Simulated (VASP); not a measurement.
# Li (P-1) in VASP: single point with b88 exchange, pbe correlation

Aim: the single point of Li with b88 exchange, pbe correlation.

All numbers are computed with VASP 6.6.1; they aren't measurements. Logs are shortened: lines on timing, memory, paths and dates and some standing lists are left out, and cuts for length are marked.

### Step 1. The cell of the first run

The typed cell holds 1 atom: a = 3.160 Å, b = 3.158 Å, c = 3.142 Å, α = 57.50°, β = 59.07°, γ = 58.67°.

### Step 2. Single point, b88 exchange, pbe correlation, non-collinear spin, typed start

File INCAR:

```
SYSTEM = Li
ALGO = Normal
EDIFF = 1E-6
ENCUT = 750
GGA = LIBXC
GGA_COMPAT = .FALSE.
ISIF = 2
ISMEAR = -1
LASPH = .TRUE.
LCHARG = .FALSE.
LIBXC1 = GGA_X_B88
LIBXC2 = GGA_C_PBE
LNONCOLLINEAR = .TRUE.
LORBIT = 11
LREAL = .FALSE.
LWAVE = .FALSE.
MAGMOM = 0 0 0.5
NBANDS = 14
NELM = 200
PREC = Accurate
SIGMA = 0.1
```

File KPOINTS:

```
k-points
0
G
  8 8 8
  0 0 0
```

File POSCAR:

```
Li
1.0
    0.0341900000      2.2244470000      2.2440690000
    2.2485740000      0.0620410000      2.2162180000
    2.2468630000      2.1948860000      0.0637520000
Li
1
Direct
    0.0000000000      0.0000000000      0.0000000000
```

Potentials or basis: VASP PAW PBE potentials, release 64 (Li_sv).

The run is started by

```bash
$ cat potpaw_PBE.64/Li_sv/POTCAR > POTCAR
$ mpirun -np 1 vasp_ncl > vasp.out
```

OUTCAR:

```text
SYSTEM = Li
   EDIFF = 1E-6
   ENCUT = 750
   GGA = LIBXC
   ISIF = 2
   ISMEAR = -1
   LASPH = .TRUE.
   LNONCOLLINEAR = .TRUE.
   LORBIT = 11
   LREAL = .FALSE.
   NELM = 200
   PREC = Accurate

 ion  position               nearest neighbor table
   1  0.000  0.000  0.000-

  LATTYP: Found a triclinic cell.
 ALAT       =     3.1577771205
 B/A-ratio  =     1.0006828471
 C/A-ratio  =     0.9596005663
 COS(alpha) =     0.0089752336
 COS(beta)  =     0.4851079014
 COS(gamma) =     0.5199480646

  Lattice vectors:

 A1 = (   2.2485740000,   0.0620410000,   2.2162180000)
 A2 = (   0.0341900000,   2.2244470000,   2.2440690000)
 A3 = (   0.0017110000,  -2.1328450000,   2.1524660000)

Analysis of symmetry for initial positions (statically):
=====================================================================
 Subroutine PRICEL returns:
 Original cell was already a primitive cell.

 Routine SETGRP: Setting up the symmetry group for a
 triclinic supercell.

 Subroutine GETGRP returns: Found  2 space group operations
 (whereof  2 operations were pure point group operations)
 out of a pool of  2 trial point group operations.

The static configuration has the point symmetry S_2 .

Analysis of symmetry for dynamics (positions and initial velocities):
=====================================================================
 Subroutine PRICEL returns:
 Original cell was already a primitive cell.

 Routine SETGRP: Setting up the symmetry group for a
 triclinic supercell.

 Subroutine GETGRP returns: Found  2 space group operations
 (whereof  2 operations were pure point group operations)
 out of a pool of  2 trial point group operations.

The dynamic configuration has the point symmetry S_2 .

Analysis of structural, dynamic, and magnetic symmetry:
=====================================================================
 Subroutine PRICEL returns:
 Original cell was already a primitive cell.

 Routine SETGRP: Setting up the symmetry group for a
 triclinic supercell.

 Subroutine GETGRP returns: Found  2 space group operations
 (whereof  2 operations were pure point group operations)
 out of a pool of  2 trial point group operations.

The overall configuration has the point symmetry S_2 .

 Subroutine INISYM returns: Found  2 space group operations
 (whereof  2 operations are pure point group operations),
 and found     1 'primitive' translations

----------------------------------------------------------------------------------------

                                     Primitive cell

  volume of cell :      21.3541

  direct lattice vectors                    reciprocal lattice vectors
     0.034190000  2.224447000  2.244069000    -0.227608781  0.226475348  0.224591818
     2.248574000  0.062041000  2.216218000     0.224015664 -0.236016765  0.230540010
     2.246863000  2.194886000  0.063752000     0.224342182  0.232750270 -0.234133130

  length of vectors
     3.159933399  3.157777120  3.141652783     0.391839667  0.398792712  0.399149627

  position of ions in fractional coordinates (direct lattice)
     0.000000000  0.000000000  0.000000000

  ion indices of the primitive-cell ions
   primitive index   ion index
                 1           1

----------------------------------------------------------------------------------------

 KPOINTS: k-points

Automatic generation of k-mesh.
 Grid dimensions read from file:
 generate k-points for:    8    8    8

 Generating k-lattice:

  Cartesian coordinates                     Fractional coordinates (reciprocal lattice)
    -0.028451098  0.028309418  0.028073977     0.125000000  0.000000000 -0.000000000
     0.028001958 -0.029502096  0.028817501     0.000000000  0.125000000  0.000000000
     0.028042773  0.029093784 -0.029266641    -0.000000000 -0.000000000  0.125000000

  Length of vectors
     0.048979958  0.049849089  0.049893703

  Shift w.r.t. Gamma in fractional coordinates (k-lattice)
     0.000000000  0.000000000  0.000000000

 Subroutine IBZKPT returns following result:
 ===========================================

 Found    260 irreducible k-points:

 Following reciprocal coordinates:
            Coordinates               Weight
  0.000000  0.000000  0.000000      1.000000
  0.125000 -0.000000  0.000000      2.000000
  0.250000 -0.000000  0.000000      2.000000
  0.375000  0.000000 -0.000000      2.000000
  0.500000 -0.000000  0.000000      1.000000
  0.000000  0.125000 -0.000000      2.000000
[... 16 lines left out ...]
  0.125000  0.375000 -0.000000      2.000000
  0.250000  0.375000 -0.000000      2.000000
 [... further k-points ...]
   k-points           NKPTS =    260   k-points in BZ     NKDIM =    260   number of bands    NBANDS=     14
   number of dos      NEDOS =    301   number of ions     NIONS =      1
   total plane-waves  NPLWV =  21952
   dimension x,y,z NGX =    28 NGY =   28 NGZ =   28
   dimension x,y,z NGXF=    56 NGYF=   56 NGZF=   56
   ions per type =               1
   NGX,Y,Z   is equivalent  to a cutoff of  14.73, 14.74, 14.82 a.u.
   NGXF,Y,Z  is equivalent  to a cutoff of  29.46, 29.48, 29.63 a.u.
 SYSTEM =  Li
   PREC   = accura    normal or accurate (medium, high low for compatibility)
   ISTART =      0    job   : 0-new  1-cont  2-samecut
   ICHARG =      2    charge: 1-file 2-atom 10-const
   ISPIN  =      1    spin polarized calculation?
   LNONCOLLINEAR =      T non collinear calculations
   LSORBIT =      F    spin-orbit coupling
   LASPH  =      T    aspherical Exc in radial PAW
   ENCUT  =  750.0 eV  55.12 Ry    7.42 a.u.   7.06  7.05  7.02*2*pi/ulx,y,z
   NELM   =    200;   NELMIN=  2; NELMDL= -5     # of ELM steps
   EDIFF  = 0.1E-05   stopping-criterion for ELM
   LREAL  =      F    real-space projection
   EDIFFG = 0.1E-04   stopping-criterion for IOM
   NSW    =      0    number of steps for IOM
   IBRION =     -1    ionic relax: 0-MD 1-quasi-New 2-CG
   NFREE  =      0    steps in history (QN), initial steepest desc. (CG)
   ISIF   =      2    stress and relaxation
   ISYM   =      2    0-nonsym 1-usesym 2-fastsym
   POTIM  = 0.5000    time-step for ionic-motion
   TEBEG  =    0.0;   TEEND  =   0.0 temperature during run
   PSTRESS=    0.0 pullay stress
   NELECT =       3.0000    total number of electrons
   NUPDOWN=      -1.0000    fix difference up-down
   EMIN   =  10.00;   EMAX   =-10.00  energy-range for DOS
   EFERMI =   0.00;   METHOD = LEGACY
   ISMEAR =    -1;   SIGMA  =   0.10  broadening in eV -4-tet -1-fermi 0-gaus
   EFERMI_NEDOS =   21; number of points for ismear=-14 and -15
   IALGO  =     38    algorithm
   IMIX   =      4    mixing-type and parameters
     AMIX     =   0.40;   BMIX     =  1.00
     AMIX_MAG =   1.60;   BMIX_MAG =  1.00
  volume/ion in A,a.u.               =      21.35       144.10
  Fermi-wavevector in a.u.,A,eV,Ry     =   0.851049  1.608249  9.854486  0.724284
  Thomas-Fermi vector in A             =   1.967121
   LORBIT       =     11    0 simple, 1 ext, 2 COOP (PROOUT), +10 PAW based schemes
   GGA     = LIBXC    functional components
   LHFCALC =     F    Hartree Fock is set to
   AEXX    =    0.0000 exact exchange contribution
   IVDW    =     0    specifies the selected vdW correction
   LEPSILON=     F    determine dielectric tensor
   LRPA    =     F    only Hartree local field effects (RPA)
  energy-cutoff  :      750.00
  volume of cell :       21.35
 maximum number of plane-waves:      2024
   NGX = 15   NGY = 15   NGZ = 15

 number of electron       3.0000000 magnetization      -0.0026629     -0.0000556     -0.0070312

 number of electron       3.0000000 magnetization       0.0007596      0.0000163     -0.0002240

 number of electron       3.0000000 magnetization       0.0000613      0.0000018      0.0014582

 number of electron       3.0000000 magnetization      -0.0000726     -0.0000014      0.0007556

 Free energy of the ion-electron system (eV)
  ---------------------------------------------------
  ext. energy  EPLUGINS =         0.00000000
  ---------------------------------------------------
  free energy    TOTEN  =        -1.83169928 eV

  energy without entropy =       -1.81380796  energy(sigma->0) =       -1.82275362

 E-fermi :   0.4707     XC(G=0):  -6.8004

 val. band max:        0.4396401846   @ k =   0.3750  -0.0000   0.3750
 cond. band min:       0.4918787148   @ k =   0.3750   0.5000   0.5000
 fundamental gap:      0.0522385303
 Fermi energy:         0.4707213601

 k-point     1 :       0.0000    0.0000    0.0000
  band No.  band energies     occupation
      1     -46.2203      1.00000
      2     -46.2201      1.00000
      3      -2.9790      1.00000
      4      -2.9775      1.00000
      5      13.8803      0.00000
      6      13.8815      0.00000
      7      14.5413      0.00000
      8      14.5424      0.00000
      9      14.9243      0.00000
     10      14.9254      0.00000
     11      17.4079      0.00000
     12      17.4095      0.00000
     13      18.2732      0.00000
     14      18.2748      0.00000

 k-point     2 :       0.1250   -0.0000    0.0000
  band No.  band energies     occupation
      1     -46.2183      1.00000
      2     -46.2180      1.00000
      3      -2.7043      1.00000
      4      -2.7027      1.00000
      5      11.8964      0.00000
      6      11.8978      0.00000
      7      13.5010      0.00000
      8      13.5023      0.00000
      9      14.4273      0.00000
     10      14.4284      0.00000
     11      17.5569      0.00000
     12      17.5583      0.00000
     13      18.4852      0.00000
     14      18.4868      0.00000

 k-point     3 :       0.2500   -0.0000    0.0000
  band No.  band energies     occupation
      1     -46.2134      1.00000
      2     -46.2131      1.00000
      3      -1.8835      1.00000
      4      -1.8819      1.00000
      5       8.1720      0.00000
      6       8.1735      0.00000
      7      12.8567      0.00000
      8      12.8580      0.00000
      9      13.7245      0.00000
     10      13.7257      0.00000
     11      17.9801      0.00000
     12      17.9816      0.00000
     13      18.1485      0.00000
     14      18.1500      0.00000
[... 324 lines left out ...]
 k-point    23 :       0.1250    0.3750   -0.0000
  band No.  band energies     occupation
      1     -46.2076      1.00000
      2     -46.2073      1.00000
      3      -0.7193      0.99999
      4      -0.7177      0.99999
      5       6.4245      0.00000
      6       6.4260      0.00000
      7      11.1266      0.00000
      8      11.1280      0.00000
      9      12.5526      0.00000
     10      12.5539      0.00000
     11      14.3286      0.00000
     12      14.3301      0.00000
     13      18.7074      0.00000
     14      18.7087      0.00000

 k-point    24 :       0.2500    0.3750   -0.0000
  band No.  band energies     occupation
      1     -46.2063      1.00000
      2     -46.2061      1.00000
      3      -0.4307      0.99988
      4      -0.4292      0.99988
      5       7.9898      0.00000
      6       7.9912      0.00000
      7       9.7205      0.00000
      8       9.7219      0.00000
      9      10.1456      0.00000
     10      10.1472      0.00000
     11      13.3222      0.00000
     12      13.3236      0.00000
     13      15.7514      0.00000
     14      15.7528      0.00000

 [... further k-points ...]

------------------------ aborting loop because EDIFF is reached ----------------------------------------

  FORCE on cell =-STRESS in cart. coord.  units (eV):
  Direction    XX          YY          ZZ          XY          YZ          ZX
  --------------------------------------------------------------------------------------
  -------------------------------------------------------------------------------------
  Total       -0.0418497     -0.0340422     -0.0357629     -0.0227514     -0.0594306     -0.0249071
  in kB       -3.1399338     -2.5541478     -2.6832488     -1.7070099     -4.4590096     -1.8687517
  external PRESSURE =      -2.7924435 kB  Pullay stress =       0.0000000 kB

 VOLUME and BASIS-vectors are now :
 -----------------------------------------------------------------------------
  energy-cutoff  :      750.00
  volume of cell :       21.35
      direct lattice vectors                 reciprocal lattice vectors
     0.034190000  2.224447000  2.244069000    -0.227608781  0.226475348  0.224591818
     2.248574000  0.062041000  2.216218000     0.224015664 -0.236016765  0.230540010
     2.246863000  2.194886000  0.063752000     0.224342182  0.232750270 -0.234133130

 POSITION                                       TOTAL-FORCE (eV/Angst)
 -----------------------------------------------------------------------------------
      0.00000      0.00000      0.00000         0.000000      0.000000     -0.000000
 -----------------------------------------------------------------------------------
    total drift:                               -0.000000     -0.000000     -0.000000

  FREE ENERGIE OF THE ION-ELECTRON SYSTEM (eV)
  ---------------------------------------------------
  free  energy   TOTEN  =        -1.8316992820 eV

  energy  without entropy=       -1.8138079615  energy(sigma->0) =       -1.82275362

 total charge

# of ion       s       p       d       tot
------------------------------------------
    1        2.031   0.048   0.000   2.079

 magnetization (x)

# of ion       s       p       d       tot
------------------------------------------
    1       -0.000  -0.000   0.000  -0.000

 magnetization (y)

# of ion       s       p       d       tot
------------------------------------------
    1       -0.000  -0.000   0.000  -0.000

 magnetization (z)

# of ion       s       p       d       tot
------------------------------------------
    1        0.000   0.000   0.000   0.000
```

Run time: 97 s. Hardware: 1 thread of Intel Xeon 6975P-C (Granite Rapids), shared host; peak memory 0.34 GiB.

What came out:

```yaml
Free_energy: -1.8317 eV
Pressure: -0.3 GPa
Band_gap_on_the_k_mesh: zero (bands 3 and 4 overlap by 6.86 eV)
Net_moment: 0.00 μB per cell
Valence_electrons_inside_the_program's_atomic_spheres: Li 2.08
```

Stress tensor (GPa, compression positive):
```
-0.31 -0.17 -0.19
-0.17 -0.26 -0.45
-0.19 -0.45 -0.27
```

Levels at points of the mesh, in eV from the Fermi level:
| k point | band 1 | band 2 | band 3 | band 4 | band 5 | band 6 | band 7 | band 8 | band 9 |
| --- | --- | --- | --- | --- | --- | --- | --- | --- | --- |
| (0.00, 0.00, 0.00) | -46.69 | -46.69 | -3.45 | -3.45 | 13.41 | 13.41 | 14.07 | 14.07 | 14.45 |
| (0.50, 0.00, 0.00) | -46.68 | -46.68 | 0.06 | 0.06 | 2.78 | 2.78 | 11.99 | 11.99 | 12.75 |
| (0.00, 0.50, 0.00) | -46.68 | -46.68 | 0.20 | 0.20 | 2.99 | 2.99 | 12.10 | 12.10 | 12.17 |
| (0.50, 0.50, 0.00) | -46.67 | -46.67 | 1.62 | 1.62 | 4.61 | 4.61 | 8.07 | 8.07 | 8.46 |
| (0.00, 0.00, 0.50) | -46.68 | -46.68 | 0.21 | 0.21 | 3.00 | 3.00 | 11.97 | 11.97 | 12.26 |
| (0.50, 0.00, 0.50) | -46.67 | -46.67 | 1.73 | 1.73 | 4.72 | 4.73 | 7.93 | 7.93 | 8.35 |
| (0.00, 0.50, 0.50) | -46.67 | -46.67 | 1.43 | 1.43 | 4.41 | 4.41 | 7.90 | 7.90 | 9.04 |
| (0.50, 0.50, 0.50) | -46.68 | -46.68 | -0.10 | -0.09 | 2.54 | 2.54 | 12.45 | 12.45 | 12.99 |

Moments on the atoms (μB; x, y, z):
```
Li  0.00 0.00 0.00
```

Caveat: the PAW data sets were made with another functional, which shifts forces and pressure a little.
